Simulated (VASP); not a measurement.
# Mg (P6_3/mmc) in VASP: notebook

The runs below take Mg through relaxation of cell and atoms, with PBE.

Everything below comes from runs of VASP 6.6.1. Logs are shortened: lines on timing, memory, paths and dates and some standing lists are left out, and cuts for length are marked.

## Step 1: The cell of the first run

The structure is hexagonal, space group P6_3/mmc (No. 194). The conventional cell has a = 2.948 Å, b = 2.948 Å, c = 4.738 Å, α = 90.00°, β = 90.00°, γ = 120.00°. Within 3.8 Å of Mg (site symmetry -6m2) lie 12 Mg at 2.92 to 2.95 Å.

## Step 2: Relaxation of cell and atoms, PBE, target pressure 15 GPa, at which the enthalpy is minimised

INCAR

```
SYSTEM = Mg
PREC = Accurate ; ENCUT = 600
EDIFF = 1E-6 ; ISMEAR = -1
SIGMA = 0.1 ; LREAL = .FALSE.
LASPH = .TRUE. ; NELM = 100
ALGO = Normal ; ISIF = 3
LWAVE = .FALSE. ; LCHARG = .FALSE.
GGA = PE ; IBRION = 2
NSW = 32 ; EDIFFG = -0.005
PSTRESS = 150.0
```

KPOINTS

```
regular mesh
0
G
  15 15 8
  0 0 0
```

POSCAR

```
Mg
1.0
    2.9475537788      0.0000000000      0.0000000000
   -1.4737768894      2.5526564514      0.0000000000
    0.0000000000      0.0000000000      4.7382930612
Mg
2
Direct
    0.3333333333      0.6666666667      0.2500000000
    0.6666666667      0.3333333333      0.7500000000
```

Potentials or basis: VASP PAW PBE potentials, release 64 (Mg).

Run with:

```
$ cat potpaw_PBE.64/Mg/POTCAR > POTCAR
$ mpirun -np 1 vasp_std > vasp.out
```

OUTCAR:

```text
SYSTEM = Mg
   PREC = Accurate
   ENCUT = 600
   EDIFF = 1E-6
   ISMEAR = -1
   LREAL = .FALSE.
   LASPH = .TRUE.
   NELM = 100
   ISIF = 3
   GGA = PE
   IBRION = 2
   NSW = 32
   EDIFFG = -0.005
   PSTRESS = 150.0

 ion  position               nearest neighbor table
   1  0.333  0.667  0.250-   2 2.92   2 2.92   2 2.92   2 2.92   2 2.92   2 2.92
   2  0.667  0.333  0.750-   1 2.92   1 2.92   1 2.92   1 2.92   1 2.92   1 2.92

  LATTYP: Found a hexagonal cell.
 ALAT       =     2.9475537788
 C/A-ratio  =     1.6075340492

  Lattice vectors:

 A1 = (   2.9475537788,   0.0000000000,   0.0000000000)
 A2 = (  -1.4737768894,   2.5526564514,   0.0000000000)
 A3 = (   0.0000000000,   0.0000000000,   4.7382930612)

Analysis of symmetry for initial positions (statically):
=====================================================================
 Subroutine PRICEL returns:
 Original cell was already a primitive cell.

 Routine SETGRP: Setting up the symmetry group for a
 hexagonal supercell.

 Subroutine GETGRP returns: Found 24 space group operations
 (whereof 12 operations were pure point group operations)
 out of a pool of 24 trial point group operations.

The static configuration has the point symmetry D_3d.
 The point group associated with its full space group is D_6h.

Analysis of symmetry for dynamics (positions and initial velocities):
=====================================================================
 Subroutine PRICEL returns:
 Original cell was already a primitive cell.

 Routine SETGRP: Setting up the symmetry group for a
 hexagonal supercell.

 Subroutine GETGRP returns: Found 24 space group operations
 (whereof 12 operations were pure point group operations)
 out of a pool of 24 trial point group operations.

The dynamic configuration has the point symmetry D_3d.
 The point group associated with its full space group is D_6h.

 Subroutine INISYM returns: Found 24 space group operations
 (whereof 12 operations are pure point group operations),
 and found     1 'primitive' translations

----------------------------------------------------------------------------------------

                                     Primitive cell

  volume of cell :      35.6514

  direct lattice vectors                    reciprocal lattice vectors
     2.947553779  0.000000000  0.000000000     0.339264378  0.195874380  0.000000000
    -1.473776889  2.552656451  0.000000000     0.000000000  0.391748760  0.000000000
     0.000000000  0.000000000  4.738293061     0.000000000  0.000000000  0.211046465

  length of vectors
     2.947553779  2.947553779  4.738293061     0.391748760  0.391748760  0.211046465

  position of ions in fractional coordinates (direct lattice)
     0.333333333  0.666666667  0.250000000
     0.666666667  0.333333333  0.750000000

  ion indices of the primitive-cell ions
   primitive index   ion index
                 1           1
                 2           2

----------------------------------------------------------------------------------------

 KPOINTS: regular mesh

Automatic generation of k-mesh.
 Grid dimensions read from file:
 generate k-points for:   15   15    8

 Generating k-lattice:

  Cartesian coordinates                     Fractional coordinates (reciprocal lattice)
     0.022617625  0.013058292  0.000000000     0.066666667  0.000000000  0.000000000
     0.000000000  0.026116584  0.000000000     0.000000000  0.066666667  0.000000000
     0.000000000  0.000000000  0.026380808     0.000000000  0.000000000  0.125000000

  Length of vectors
     0.026116584  0.026116584  0.026380808

  Shift w.r.t. Gamma in fractional coordinates (k-lattice)
     0.000000000  0.000000000  0.000000000

 Subroutine IBZKPT returns following result:
 ===========================================

 Found    135 irreducible k-points:

 Following reciprocal coordinates:
            Coordinates               Weight
  0.000000  0.000000  0.000000      1.000000
  0.066667  0.000000  0.000000      6.000000
  0.133333  0.000000  0.000000      6.000000
  0.200000  0.000000  0.000000      6.000000
  0.266667  0.000000  0.000000      6.000000
  0.333333  0.000000  0.000000      6.000000
[... 16 lines left out ...]
  0.333333  0.200000  0.000000     12.000000
  0.400000  0.200000  0.000000      6.000000
 [... further k-points ...]
   k-points           NKPTS =    135   k-points in BZ     NKDIM =    135   number of bands    NBANDS=      6
   number of dos      NEDOS =    301   number of ions     NIONS =      2
   total plane-waves  NPLWV =  23040
   dimension x,y,z NGX =    24 NGY =   24 NGZ =   40
   dimension x,y,z NGXF=    48 NGYF=   48 NGZF=   80
   ions per type =               2
   NGX,Y,Z   is equivalent  to a cutoff of  13.54, 13.54, 14.03 a.u.
   NGXF,Y,Z  is equivalent  to a cutoff of  27.07, 27.07, 28.07 a.u.
 SYSTEM =  Mg
   PREC   = accura    normal or accurate (medium, high low for compatibility)
   ISTART =      0    job   : 0-new  1-cont  2-samecut
[... 69 lines left out ...]
 -----------------------------------------------------------------------------
  energy-cutoff  :      600.00
  volume of cell :       35.65
      direct lattice vectors                 reciprocal lattice vectors
     2.947553779  0.000000000  0.000000000     0.339264378  0.195874380  0.000000000
    -1.473776889  2.552656451  0.000000000     0.000000000  0.391748760  0.000000000
     0.000000000  0.000000000  4.738293061     0.000000000  0.000000000  0.211046465

 POSITION                                       TOTAL-FORCE (eV/Angst)
 -----------------------------------------------------------------------------------
     -0.00000      1.70177      1.18457        -0.000000     -0.000000      0.000000
      1.47378      0.85089      3.55372         0.000000      0.000000      0.000000
 -----------------------------------------------------------------------------------
    total drift:                                0.000000     -0.000000      0.000000

  FREE ENERGIE OF THE ION-ELECTRON SYSTEM (eV)
  ---------------------------------------------------
  free  energy   TOTEN  =        -2.6431197035 eV

  energy  without entropy=       -2.6223029540  energy(sigma->0) =       -2.63271133

  enthalpy is  TOTEN    =         0.6946525627 eV   P V=        3.3377722662

--------------------------------------- Ionic step        2  -------------------------------------------

 number of electron       4.0000000 magnetization

 Free energy of the ion-electron system (eV)
  ---------------------------------------------------
  ext. energy  EPLUGINS =         0.00000000
  ---------------------------------------------------
  free energy    TOTEN  =        -2.64138662 eV

  energy without entropy =       -2.62059938  energy(sigma->0) =       -2.63099300

 E-fermi :   4.1019     XC(G=0):  -9.3128

 val. band max:        4.0911476838   @ k =   0.1333   0.1333   0.0000
 cond. band min:       4.1021995153   @ k =   0.4667   0.0000   0.5000
 fundamental gap:      0.0110518315
 Fermi energy:         4.1019277105

 k-point     1 :       0.0000    0.0000    0.0000
  band No.  band energies     occupation
      1      -3.9910      2.00000
      2       2.0637      2.00000
      3       2.9755      1.99997
      4      16.4628      0.00000
      5      16.4628      0.00000
      6      17.1153      0.00000

 k-point     2 :       0.0667    0.0000    0.0000
  band No.  band energies     occupation
      1      -3.8879      2.00000
      2       2.1544      2.00000
      3       3.0727      1.99993
      4      14.6273      0.00000
      5      15.6469      0.00000
      6      16.5011      0.00000

 k-point     3 :       0.1333    0.0000    0.0000
  band No.  band energies     occupation
      1      -3.5794      2.00000
      2       2.4267      2.00000
      3       3.3605      1.99880
      4      12.3175      0.00000
      5      14.7154      0.00000
      6      15.2820      0.00000

 k-point     4 :       0.2000    0.0000    0.0000
  band No.  band energies     occupation
      1      -3.0682      2.00000
      2       2.8815      1.99999
      3       3.8232      1.88395
      4      10.1047      0.00000
      5      13.9255      0.00000
      6      14.0183      0.00000
[... 154 lines left out ...]
 k-point    22 :       0.2667    0.2000    0.0000
  band No.  band energies     occupation
      1      -0.2712      2.00000
      2       5.0459      0.00016
      3       5.4453      0.00000
      4       6.1759      0.00000
      5       8.1218      0.00000
      6      10.9851      0.00000

 k-point    23 :       0.3333    0.2000    0.0000
  band No.  band energies     occupation
      1       0.8906      2.00000
      2       3.6839      1.96987
      3       6.1398      0.00000
      4       6.5514      0.00000
      5       8.4400      0.00000
      6       9.3283      0.00000

 k-point    24 :       0.4000    0.2000    0.0000
  band No.  band energies     occupation
      1       2.0993      2.00000
      2       2.3477      2.00000
      3       6.1455      0.00000
      4       7.8072      0.00000
      5       7.8856      0.00000
      6       8.7774      0.00000

 [... further k-points ...]
[... 5 lines left out ...]
  --------------------------------------------------------------------------------------
  -------------------------------------------------------------------------------------
  Total        3.3403037      3.3403037      3.3370446      0.0000000     -0.0000000     -0.0000000
  in kB      150.1918434    150.1918434    150.0453032      0.0000000     -0.0000000     -0.0000000
  external PRESSURE =       0.1429967 kB  Pullay stress =     150.0000000 kB

 VOLUME and BASIS-vectors are now :
 -----------------------------------------------------------------------------
  energy-cutoff  :      600.00
  volume of cell :       35.63
      direct lattice vectors                 reciprocal lattice vectors
     2.947263192  0.000000000  0.000000000     0.339297828  0.195893692  0.000000000
    -1.473631596  2.552404796  0.000000000     0.000000000  0.391787385  0.000000000
    -0.000000000  0.000000000  4.736763711     0.000000000  0.000000000  0.211114605

 POSITION                                       TOTAL-FORCE (eV/Angst)
 -----------------------------------------------------------------------------------
     -0.00000      1.70160      1.18419         0.000000     -0.000000      0.000000
      1.47363      0.85080      3.55257        -0.000000      0.000000      0.000000
 -----------------------------------------------------------------------------------
    total drift:                                0.000000     -0.000000      0.000000

  FREE ENERGIE OF THE ION-ELECTRON SYSTEM (eV)
  ---------------------------------------------------
  free  energy   TOTEN  =        -2.6413866201 eV

  energy  without entropy=       -2.6205993787  energy(sigma->0) =       -2.63099300

  enthalpy is  TOTEN    =         0.6946504644 eV   P V=        3.3360370844

 reached required accuracy - stopping structural energy minimisation
```

It took 16 s on 1 thread of AMD EPYC 9R45 (Zen 5), shared host; peak memory 0.15 GiB.

What came out:

```yaml
Free_energy: -2.6414 eV
Relaxed_volume: 17.82 Å³/atom
Relaxed_cell: a = 2.947 Å, b = 2.947 Å, c = 4.737 Å, α = 90.00°, β = 90.00°, γ = 120.00°
Space_group_after_relaxing_to_0.1_Å: P6_3/mmc (No. 194)
Energy_change_on_relaxing_the_run_minimises_the_enthalpy: +0.9 meV/atom
Ionic_steps: 2
Pressure_after_relaxing: 15.0 GPa
Band_gap_on_the_k_mesh: zero (bands 2 and 3 overlap by 2.07 eV)
```

The path:
| step | energy change (eV) | largest force (eV/Å) | pressure (GPa) | volume (Å³) |
| --- | --- | --- | --- | --- |
| 1 | 0.0000 | 0.0000 | 14.97 | 35.65 |
| 2 | 0.0017 | 0.0000 | 15.01 | 35.63 |

Final structure:
```
Mg
1.0
     2.94726    0.00000    0.00000
    -1.47363    2.55240    0.00000
     0.00000    0.00000    4.73676
Mg
2
Direct
  0.33333 0.66667 0.25000
  0.66667 0.33333 0.75000
```

Caveat: the cell is relaxed towards a set pressure, so the run minimises the enthalpy, not the energy.

## Step 3: Relaxation of cell and atoms, PBE, target pressure 15 GPa, at which the enthalpy is minimised

This run uses another cell than the first one, of 17.98 Å³/atom.

INCAR

```
SYSTEM = Mg
PREC = Accurate
ENCUT = 600
EDIFF = 1E-6
ISMEAR = -1
SIGMA = 0.1
LREAL = .False.
LASPH = .True.
NELM = 100
ALGO = Normal
ISIF = 3
LWAVE = .False.
LCHARG = .False.
GGA = PE
IBRION = 2
NSW = 60
EDIFFG = -0.005
PSTRESS = 150.0
```

KPOINTS

```
regular mesh
0
Gamma
  15 15 8
  0 0 0
```

POSCAR

```
Mg
1.0
    2.9482602925      0.0000000000      0.0000000000
   -1.4741301463      2.5532683103      0.0000000000
    0.0000000000      0.0000000000      4.7761816739
Mg
2
Direct
    0.3333333333      0.6666666667      0.2500000000
    0.6666666667      0.3333333333      0.7500000000
```

Potentials or basis: VASP PAW PBE potentials, release 64 (Mg).

Run with:

```
$ cat potpaw_PBE.64/Mg/POTCAR > POTCAR
$ mpirun -np 1 vasp_std > vasp.out
```

Wall time 30 s (1 thread of AMD EPYC 9R45 (Zen 5), shared host); peak memory 0.16 GiB.

Results (log left out):

- Free energy: -2.6416 eV
- Relaxed volume: 17.82 Å³/atom
- Relaxed cell: a = 2.948 Å, b = 2.948 Å, c = 4.736 Å, α = 90.00°, β = 90.00°, γ = 120.00°
- Space group after relaxing (to 0.1 Å): P6_3/mmc (No. 194)
- Energy change on relaxing (the run minimises the enthalpy): +14.3 meV/atom
- Ionic steps: 5
- Pressure after relaxing: 15.0 GPa
- Band gap on the k mesh: zero (bands 2 and 3 overlap by 2.07 eV)

The path:
```
step  energy change (eV)  largest force (eV/Å)  pressure (GPa)  volume (Å³)
   1              0.0000                0.0000           14.23        35.95
   2              0.0411                0.0000           15.34        35.50
   3              0.0331                0.0000           15.13        35.59
   4              0.0299                0.0000           15.05        35.62
   5              0.0285                0.0000           15.01        35.63
```

Final structure:
```
Mg
1.0
     2.94755    0.00000    0.00000
    -1.47377    2.55265    0.00000
     0.00000    0.00000    4.73614
Mg
2
Direct
  0.33333 0.66667 0.25000
  0.66667 0.33333 0.75000
```

Levels at points of the mesh, in eV from the Fermi level:
| k point | band 1 | band 2 | band 3 | band 4 | band 5 | band 6 |
| --- | --- | --- | --- | --- | --- | --- |
| (0.00, 0.00, 0.00) | -8.09 | -2.04 | -1.12 | 12.36 | 12.36 | 13.01 |
| (0.00, 0.00, 0.50) | -6.43 | -6.43 | 6.02 | 6.02 | 13.14 | 13.14 |

Caveat: the cell is relaxed towards a set pressure, so the run minimises the enthalpy, not the energy.

## Step 4: Relaxation of cell and atoms, PBE, target pressure 15 GPa, at which the enthalpy is minimised

This run uses another cell than the first one: it holds 4 atoms, not 2.

INCAR

```
SYSTEM = Mg
  PREC = Accurate
  ENCUT = 600
  EDIFF = 1E-6
  ISMEAR = -1
  SIGMA = 0.1
  LREAL = .False.
  LASPH = .True.
  NELM = 80
  ALGO = Normal
  ISIF = 3
  LWAVE = .False.
  LCHARG = .False.
  GGA = PE
  IBRION = 2
  NSW = 60
  EDIFFG = -0.005
  PSTRESS = 150.0
```

KPOINTS

```
Automatic mesh
0
Gamma
  12 12 4
  0 0 0
```

POSCAR

```
Mg
1.0
    2.9452333291      0.0000000000      0.0000000000
   -1.4726166646      2.5506468831      0.0000000000
    0.0000000000      0.0000000000      9.5720083196
Mg
4
Direct
    0.0000000000      0.0000000000      0.0000000000
    0.0000000000      0.0000000000      0.5000000000
    0.3333333333      0.6666666667      0.2500000000
    0.6666666667      0.3333333333      0.7500000000
```

Run with:

```
$ cat potpaw_PBE.64/Mg/POTCAR > POTCAR
$ mpirun -np 1 vasp_std > vasp.out
```

Run time: 46 s. Hardware: 1 thread of AMD EPYC 9R45 (Zen 5), shared host; peak memory 0.2 GiB.

Results (log left out):

```yaml
Free_energy: -5.2476 eV
Relaxed_volume: 17.83 Å³/atom
Relaxed_cell: a = 2.945 Å, b = 2.945 Å, c = 9.496 Å, α = 90.00°, β = 90.00°, γ = 120.00°
Space_group_after_relaxing_to_0.1_Å: P6_3/mmc (No. 194)
Energy_change_on_relaxing_the_run_minimises_the_enthalpy: +12.9 meV/atom
Ionic_steps: 5
Pressure_after_relaxing: 15.0 GPa
Band_gap_on_the_k_mesh: zero (bands 4 and 5 overlap by 2.27 eV)
```

Step by step:
| step | energy change (eV) | largest force (eV/Å) | pressure (GPa) | volume (Å³) |
| --- | --- | --- | --- | --- |
| 1 | 0.0000 | 0.0000 | 14.31 | 71.91 |
| 2 | 0.0738 | 0.0000 | 15.30 | 71.10 |
| 3 | 0.0607 | 0.0000 | 15.13 | 71.24 |
| 4 | 0.0543 | 0.0000 | 15.05 | 71.30 |
| 5 | 0.0514 | 0.0000 | 15.01 | 71.33 |

Final structure:
```cif
data_structure
_symmetry_space_group_name_H-M 'P 1'
_symmetry_Int_Tables_number 1
_cell_length_a 2.9452
_cell_length_b 2.9452
_cell_length_c 9.4961
_cell_angle_alpha 90.000
_cell_angle_beta 90.000
_cell_angle_gamma 120.000
_cell_volume 71.33
loop_
_atom_site_label
_atom_site_type_symbol
_atom_site_fract_x
_atom_site_fract_y
_atom_site_fract_z
_atom_site_occupancy
Mg1 Mg 0.00000 0.00000 0.00000 1
Mg2 Mg 0.00000 0.00000 0.50000 1
Mg3 Mg 0.33333 0.66667 0.25000 1
Mg4 Mg 0.66667 0.33333 0.75000 1
```

Levels at points of the mesh, in eV from the Fermi level:
```csv
k point,band 1,band 2,band 3,band 4,band 5,band 6,band 7,band 8
"(0.00, 0.00, 0.00)",-8.04,-6.39,-6.38,-2.01,-1.11,5.99,6.01,12.49
"(0.50, 0.00, 0.00)",-2.53,-2.41,-1.33,-1.18,-0.48,-0.36,3.16,3.16
"(0.00, 0.00, 0.50)",-7.62,-7.62,-4.36,-4.36,1.93,1.93,10.56,10.56
"(0.50, 0.00, 0.50)",-2.23,-2.23,-1.92,-1.92,0.88,0.88,1.35,1.35
```

Caveat: the cell is relaxed towards a set pressure, so the run minimises the enthalpy, not the energy.

## Step 5: The runs side by side

```csv
cell,k mesh,gap on the mesh (eV),pressure (GPa)
"relaxed to 15 GPa from a = 2.948, b = 2.948, c = 4.738 Å, angles 90.0, 90.0, 120.0°, 2 atoms, atomic positions A",15 × 15 × 8,none,15.0
"relaxed to 15 GPa from a = 2.948, b = 2.948, c = 4.776 Å, angles 90.0, 90.0, 120.0°, 2 atoms, atomic positions A",15 × 15 × 8,none,15.0
"relaxed to 15 GPa from a = 2.945, b = 2.945, c = 9.572 Å, angles 90.0, 90.0, 120.0°, 4 atoms, atomic positions B",12 × 12 × 4,none,15.0
```

Alike in all rows: task relaxation of cell and atoms; level PBE; potentials or basis VASP PAW PBE potentials, release 64 (Mg); no spin polarisation; cutoff (eV) 600; smearing fermi-dirac 0.1 eV.

Caveats: the cell is relaxed towards a set pressure, so the run minimises the enthalpy, not the energy.

Absolute energies hang on the potentials; compare differences alone.

The gap in the log of VASP goes by the Fermi energy; the results here count the filled bands.